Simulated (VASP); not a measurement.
Input of a VASP 6.6.1 run:

File INCAR:

```
  PREC = Accurate
  ENCUT = 600
  EDIFF = 1E-6
  ISMEAR = -1
  SIGMA = 0.1
  LREAL = F
  LASPH = T
  NELM = 60
  ALGO = Normal
  ISIF = 3
  LWAVE = F
  LCHARG = F
  IBRION = 2
  NSW = 80
  EDIFFG = -0.01
```

The input KPOINTS:

```
Automatic mesh
0
Gamma
  14 14 14
```

Contents of POSCAR:

```
Si
1.0
    0.0000000000      1.9581061854      1.9581061854
    1.9581061854      0.0000000000      1.9581061854
    1.9581061854      1.9581061854      0.0000000000
Si
1
Direct
    0.0000000000      0.0000000000      0.0000000000
```

Potentials or basis: VASP PAW LDA potentials, release 64 (Si).

The run is started by

```bash
$ cat potpaw_LDA.64/Si/POTCAR > POTCAR
$ mpirun -np 1 vasp_std > vasp.out
```

Task: What does it give for the relaxed cell?

Result: a = 2.698 Å, b = 2.698 Å, c = 2.698 Å, α = 60.00°, β = 60.00°, γ = 60.00°.

Task: Estimate the space group after relaxing (to 0.05 Å).

Result: Fm-3m (No. 225).

Task: Predict the relaxed volume.

Result: 13.88 Å³/atom.

Task: Predict the band gap on the k mesh.

Result: Zero (band 2 reaches 22.15 eV, above the bottom of band 3 at 7.79 eV).

Final structure:
```
Si
1.0
     0.00000    1.90766    1.90766
     1.90766    0.00000    1.90766
     1.90766    1.90766    0.00000
Si
1
Direct
  0.00000 0.00000 0.00000
```
